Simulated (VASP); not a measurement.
## CdSe: single point with PBE

The system is CdSe.

```
CELL_PARAMETERS angstrom
0.00000 3.07027 3.07027
3.07027 0.00000 3.07027
3.07027 3.07027 0.00000
ATOMIC_POSITIONS crystal
Cd 0.00000 0.00000 0.00000
Se 0.75000 0.75000 0.75000
```

* Program: VASP 6.6.1
* Task: single point
* Functional: PBE
* Potentials or basis: VASP PAW PBE potentials, release 64 (Cd, Se)
* Cutoff: 520 eV
* k mesh: 6 × 6 × 6
* Occupations: gaussian, width 0.01 eV
* Spin: no spin polarisation

```json
{
 "Pressure": "1.6 GPa",
 "Band gap on the k mesh": "0.55 eV, direct"
}
```

Levels at points of the mesh, in eV from the valence-band top:
| k point | band 6 | band 7 | band 8 | band 9 | band 10 | band 11 | band 12 | band 13 |
| --- | --- | --- | --- | --- | --- | --- | --- | --- |
| (0.00, 0.00, 0.00) | -7.50 | 0.00 | 0.00 | 0.00 | 0.55 | 5.93 | 5.93 | 5.93 |
| (0.50, 0.00, 0.00) | -7.23 | -4.23 | -0.71 | -0.71 | 2.36 | 6.43 | 6.43 | 7.34 |
| (0.50, 0.50, 0.00) | -7.17 | -3.95 | -1.76 | -1.76 | 3.19 | 3.73 | 8.98 | 10.05 |

It took 11 s on 1 thread of Intel(R) Xeon(R) Platinum 8488C (Sapphire Rapids) (shared host), peak memory 0.18 GiB.

Expect the measured gap to be larger: semilocal functionals such as PBE lack the derivative discontinuity.
